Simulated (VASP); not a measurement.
# Ga in VASP: single point with PBE

Aim: the single point of Ga with PBE.

Program: VASP 6.6.1. These are calculated values, not measurements. Logs are shortened: lines on timing, memory, paths and dates and some standing lists are left out, and cuts for length are marked.

## 1. The cell of the first run

The typed cell holds 4 atoms: a = 4.445 Å, b = 4.445 Å, c = 5.539 Å, α = 90.00°, β = 90.00°, γ = 120.00°.

This isn't the form of Ga at room conditions, which is orthorhombic.

## 2. Single point, PBE

Contents of INCAR:

```
ALGO     = Normal         # electronic algorithm
EDIFF    = 1E-6           # SCF threshold, eV
ENCUT    = 520            # plane-wave cutoff, eV
GGA      = PE             # functional
ISIF     = 2              # what is computed and relaxed
ISMEAR   = 0              # smearing method
LASPH    = T              # aspherical terms in the spheres
LCHARG   = F              # write CHGCAR
LREAL    = F              # projectors in reciprocal space
LWAVE    = F              # write WAVECAR
NBANDS   = 34             # bands
NELM     = 100            # most SCF steps
PREC     = Accurate       # precision mode
SIGMA    = 0.1            # smearing width, eV
```

Contents of KPOINTS:

```
k-points
0
Gamma
  12 12 6
```

Contents of POSCAR:

```
Ga
1.0
    4.4454648031      0.0000000000      0.0000000000
   -2.2227324016      3.8498854512      0.0000000000
    0.0000000000      0.0000000000      5.5389198189
Ga
4
Direct
    0.6666666667      0.3333333333     -0.0000215338
    0.3333333333      0.6666666667      0.4999784662
    0.6666666667      0.3333333333      0.5000215338
    0.3333333333      0.6666666667      1.0000215338
```

Potentials or basis: VASP PAW PBE potentials, release 64 (Ga_d).

Started as:

```
cat potpaw_PBE.64/Ga_d/POTCAR > POTCAR
mpirun -np 1 vasp_std > vasp.out
```

OUTCAR:

```text
EDIFF = 1E-6
   ENCUT = 520
   GGA = PE
   ISIF = 2
   ISMEAR = 0
   LASPH = T
   LREAL = F
   NELM = 100
   PREC = Accurate

 ion  position               nearest neighbor table
   1  0.667  0.333  1.000-   4 2.57   4 2.57   4 2.57   3 2.77   3 2.77
   2  0.333  0.667  0.500-   3 2.57   3 2.57   3 2.57   4 2.77   4 2.77
   3  0.667  0.333  0.500-   2 2.57   2 2.57   2 2.57   1 2.77   1 2.77
   4  0.333  0.667  0.000-   1 2.57   1 2.57   1 2.57   2 2.77   2 2.77

  LATTYP: Found a hexagonal cell.
 ALAT       =     4.4454648031
 C/A-ratio  =     1.2459709084

  Lattice vectors:

 A1 = (   4.4454648031,   0.0000000000,   0.0000000000)
 A2 = (  -2.2227324016,   3.8498854512,   0.0000000000)
 A3 = (   0.0000000000,   0.0000000000,   5.5389198189)

Analysis of symmetry for initial positions (statically):
=====================================================================
 Subroutine PRICEL returns:
 Original cell was already a primitive cell.

 Routine SETGRP: Setting up the symmetry group for a
 hexagonal supercell.

 Subroutine GETGRP returns: Found 24 space group operations
 (whereof 12 operations were pure point group operations)
 out of a pool of 24 trial point group operations.

The static configuration has the point symmetry D_3d.
 The point group associated with its full space group is D_6h.

Analysis of symmetry for dynamics (positions and initial velocities):
=====================================================================
 Subroutine PRICEL returns:
 Original cell was already a primitive cell.

 Routine SETGRP: Setting up the symmetry group for a
 hexagonal supercell.

 Subroutine GETGRP returns: Found 24 space group operations
 (whereof 12 operations were pure point group operations)
 out of a pool of 24 trial point group operations.

The dynamic configuration has the point symmetry D_3d.
 The point group associated with its full space group is D_6h.

 Subroutine INISYM returns: Found 24 space group operations
 (whereof 12 operations are pure point group operations),
 and found     1 'primitive' translations

----------------------------------------------------------------------------------------

                                     Primitive cell

  volume of cell :      94.7960

  direct lattice vectors                    reciprocal lattice vectors
     4.445464803  0.000000000  0.000000000     0.224948356  0.129873994  0.000000000
    -2.222732402  3.849885451  0.000000000     0.000000000  0.259747988  0.000000000
     0.000000000  0.000000000  5.538919819     0.000000000  0.000000000  0.180540617

  length of vectors
     4.445464803  4.445464803  5.538919819     0.259747988  0.259747988  0.180540617

  position of ions in fractional coordinates (direct lattice)
     0.666666667  0.333333333  0.999978466
     0.333333333  0.666666667  0.499978466
     0.666666667  0.333333333  0.500021534
     0.333333333  0.666666667  0.000021534

  ion indices of the primitive-cell ions
   primitive index   ion index
                 1           1
                 2           2
                 3           3
                 4           4

----------------------------------------------------------------------------------------

 KPOINTS: k-points

Automatic generation of k-mesh.
 Grid dimensions read from file:
 generate k-points for:   12   12    6

 Generating k-lattice:

  Cartesian coordinates                     Fractional coordinates (reciprocal lattice)
     0.018745696  0.010822833  0.000000000     0.083333333 -0.000000000  0.000000000
     0.000000000  0.021645666  0.000000000     0.000000000  0.083333333  0.000000000
     0.000000000  0.000000000  0.030090103     0.000000000  0.000000000  0.166666667

  Length of vectors
     0.021645666  0.021645666  0.030090103

  Shift w.r.t. Gamma in fractional coordinates (k-lattice)
     0.000000000  0.000000000  0.000000000

 Subroutine IBZKPT returns following result:
 ===========================================

 Found     76 irreducible k-points:

 Following reciprocal coordinates:
            Coordinates               Weight
  0.000000  0.000000  0.000000      1.000000
  0.083333 -0.000000  0.000000      6.000000
  0.166667  0.000000  0.000000      6.000000
  0.250000 -0.000000  0.000000      6.000000
  0.333333  0.000000  0.000000      6.000000
  0.416667 -0.000000  0.000000      6.000000
[... 16 lines left out ...]
  0.250000 -0.000000  0.166667     12.000000
  0.333333  0.000000  0.166667     12.000000
 [... further k-points ...]
   k-points           NKPTS =     76   k-points in BZ     NKDIM =     76   number of bands    NBANDS=     34
   number of dos      NEDOS =    301   number of ions     NIONS =      4
   total plane-waves  NPLWV =  54432
   dimension x,y,z NGX =    36 NGY =   36 NGZ =   42
   dimension x,y,z NGXF=    72 NGYF=   72 NGZF=   84
   ions per type =               4
   NGX,Y,Z   is equivalent  to a cutoff of  13.46, 13.46, 12.61 a.u.
   NGXF,Y,Z  is equivalent  to a cutoff of  26.93, 26.93, 25.21 a.u.
 SYSTEM =  unknown system
   PREC   = accura    normal or accurate (medium, high low for compatibility)
   ISTART =      0    job   : 0-new  1-cont  2-samecut
   ICHARG =      2    charge: 1-file 2-atom 10-const
   ISPIN  =      1    spin polarized calculation?
   LNONCOLLINEAR =      F non collinear calculations
   LSORBIT =      F    spin-orbit coupling
   LASPH  =      T    aspherical Exc in radial PAW
   ENCUT  =  520.0 eV  38.22 Ry    6.18 a.u.   8.27  8.27 10.30*2*pi/ulx,y,z
   NELM   =    100;   NELMIN=  2; NELMDL= -5     # of ELM steps
   EDIFF  = 0.1E-05   stopping-criterion for ELM
   LREAL  =      F    real-space projection
   EDIFFG = 0.1E-04   stopping-criterion for IOM
   NSW    =      0    number of steps for IOM
   IBRION =     -1    ionic relax: 0-MD 1-quasi-New 2-CG
   NFREE  =      0    steps in history (QN), initial steepest desc. (CG)
   ISIF   =      2    stress and relaxation
   ISYM   =      2    0-nonsym 1-usesym 2-fastsym
   POTIM  = 0.5000    time-step for ionic-motion
   TEBEG  =    0.0;   TEEND  =   0.0 temperature during run
   PSTRESS=    0.0 pullay stress
   NELECT =      52.0000    total number of electrons
   NUPDOWN=      -1.0000    fix difference up-down
   EMIN   =  10.00;   EMAX   =-10.00  energy-range for DOS
   EFERMI =   0.00;   METHOD = LEGACY
   ISMEAR =     0;   SIGMA  =   0.10  broadening in eV -4-tet -1-fermi 0-gaus
   EFERMI_NEDOS =   21; number of points for ismear=-14 and -15
   IALGO  =     38    algorithm
   IMIX   =      4    mixing-type and parameters
     AMIX     =   0.40;   BMIX     =  1.00
     AMIX_MAG =   1.60;   BMIX_MAG =  1.00
  volume/ion in A,a.u.               =      23.70       159.93
  Fermi-wavevector in a.u.,A,eV,Ry     =   1.340127  2.532473 24.435249  1.795940
  Thomas-Fermi vector in A             =   2.468464
   LORBIT       =      0    0 simple, 1 ext, 2 COOP (PROOUT), +10 PAW based schemes
   GGA     = PE    functional components
   LHFCALC =     F    Hartree Fock is set to
   AEXX    =    0.0000 exact exchange contribution
   IVDW    =     0    specifies the selected vdW correction
   LEPSILON=     F    determine dielectric tensor
   LRPA    =     F    only Hartree local field effects (RPA)
 non-spin polarized calculation
 Gauss-broadening in eV      SIGMA  =   0.10
  energy-cutoff  :      520.00
  volume of cell :       94.80
 maximum number of plane-waves:      2573
 NGX is ok and might be reduce to    36
   NGX = 17   NGY = 17   NGZ = 21

 number of electron      51.9999988 magnetization

 Free energy of the ion-electron system (eV)
  ---------------------------------------------------
  ext. energy  EPLUGINS =         0.00000000
  ---------------------------------------------------
  free energy    TOTEN  =       -11.09360787 eV

  energy without entropy =      -11.08654567  energy(sigma->0) =      -11.09007677

 E-fermi :   3.4394     XC(G=0):  -9.5813

 val. band max:        3.4121606450   @ k =   0.0000   0.0000   0.3333
 cond. band min:       3.4470723704   @ k =   0.0833   0.0833   0.1667
 fundamental gap:      0.0349117255
 Fermi energy:         3.4393784424

 k-point     1 :       0.0000    0.0000    0.0000
  band No.  band energies     occupation
      1     -11.7321      2.00000
      2     -11.5645      2.00000
      3     -11.5645      2.00000
      4     -11.5106      2.00000
      5     -11.4817      2.00000
      6     -11.4817      2.00000
[... 26 lines left out ...]
     33       9.5901      0.00000
     34      10.1320      0.00000

 k-point     2 :       0.0833   -0.0000    0.0000
  band No.  band energies     occupation
      1     -11.7301      2.00000
      2     -11.5665      2.00000
      3     -11.5626      2.00000
      4     -11.5280      2.00000
      5     -11.4962      2.00000
      6     -11.4761      2.00000
[... 26 lines left out ...]
     33      10.0555      0.00000
     34      10.1385      0.00000

 k-point     3 :       0.1667    0.0000    0.0000
  band No.  band energies     occupation
      1     -11.7244      2.00000
      2     -11.5715      2.00000
      3     -11.5602      2.00000
      4     -11.5572      2.00000
      5     -11.5263      2.00000
      6     -11.5002      2.00000
[... 26 lines left out ...]
     33      10.5130      0.00000
     34      10.8490      0.00000
[... 704 lines left out ...]
 k-point    23 :       0.2500   -0.0000    0.1667
  band No.  band energies     occupation
      1     -11.6956      2.00000
      2     -11.5821      2.00000
      3     -11.5668      2.00000
      4     -11.5552      2.00000
      5     -11.5404      2.00000
      6     -11.5337      2.00000
[... 26 lines left out ...]
     33      10.8778      0.00000
     34      11.0476      0.00000

 k-point    24 :       0.3333    0.0000    0.1667
  band No.  band energies     occupation
      1     -11.6849      2.00000
      2     -11.6128      2.00000
      3     -11.5795      2.00000
      4     -11.5736      2.00000
      5     -11.5634      2.00000
      6     -11.5516      2.00000
[... 26 lines left out ...]
     33      10.8156      0.00000
     34      11.1326      0.00000

 [... further k-points ...]

------------------------ aborting loop because EDIFF is reached ----------------------------------------

  FORCE on cell =-STRESS in cart. coord.  units (eV):
  Direction    XX          YY          ZZ          XY          YZ          ZX
  --------------------------------------------------------------------------------------
  -------------------------------------------------------------------------------------
  Total        0.0869240      0.0869240      0.0811703     -0.0000000      0.0000000      0.0000000
  in kB        1.4691297      1.4691297      1.3718845     -0.0000000      0.0000000      0.0000000
  external PRESSURE =       1.4367146 kB  Pullay stress =       0.0000000 kB

 VOLUME and BASIS-vectors are now :
 -----------------------------------------------------------------------------
  energy-cutoff  :      520.00
  volume of cell :       94.80
      direct lattice vectors                 reciprocal lattice vectors
     4.445464803  0.000000000  0.000000000     0.224948356  0.129873994  0.000000000
    -2.222732402  3.849885451  0.000000000     0.000000000  0.259747988  0.000000000
     0.000000000  0.000000000  5.538919819     0.000000000  0.000000000  0.180540617

 POSITION                                       TOTAL-FORCE (eV/Angst)
 -----------------------------------------------------------------------------------
      2.22273      1.28330      5.53880         0.000000     -0.000000      0.000435
     -0.00000      2.56659      2.76934        -0.000000      0.000000      0.000435
      2.22273      1.28330      2.76958         0.000000     -0.000000     -0.000435
     -0.00000      2.56659      0.00012        -0.000000      0.000000     -0.000435
 -----------------------------------------------------------------------------------
    total drift:                                0.000000     -0.000000      0.000000

  FREE ENERGIE OF THE ION-ELECTRON SYSTEM (eV)
  ---------------------------------------------------
  free  energy   TOTEN  =       -11.0936078727 eV

  energy  without entropy=      -11.0865456702  energy(sigma->0) =      -11.09007677
```

It took 85 s on 1 thread of Intel Xeon 6975P-C (Granite Rapids), shared host; peak memory 0.33 GiB.

What came out:

```
Free energy            : -11.0936 eV
Pressure               : 0.1 GPa
Band gap on the k mesh : zero (bands 26 and 27 overlap by 2.09 eV)
```

Levels at points of the mesh, in eV from the Fermi level:
| k point | band 22 | band 23 | band 24 | band 25 | band 26 | band 27 | band 28 | band 29 | band 30 | band 31 |
| --- | --- | --- | --- | --- | --- | --- | --- | --- | --- | --- |
| (0.00, 0.00, 0.00) | -5.93 | -3.71 | -1.48 | -0.55 | -0.55 | 2.49 | 2.49 | 2.78 | 3.20 | 3.20 |
| (0.50, 0.00, 0.00) | -6.72 | -4.28 | -2.83 | -2.12 | -1.92 | -0.49 | 0.40 | 1.20 | 4.58 | 6.28 |
| (0.00, 0.00, 0.50) | -8.81 | -0.38 | -0.38 | 0.59 | 0.59 | 0.59 | 0.59 | 1.64 | 1.64 | 4.37 |
| (0.50, 0.00, 0.50) | -7.11 | -5.53 | -5.53 | -0.76 | -0.76 | 1.48 | 1.48 | 3.18 | 3.18 | 4.92 |
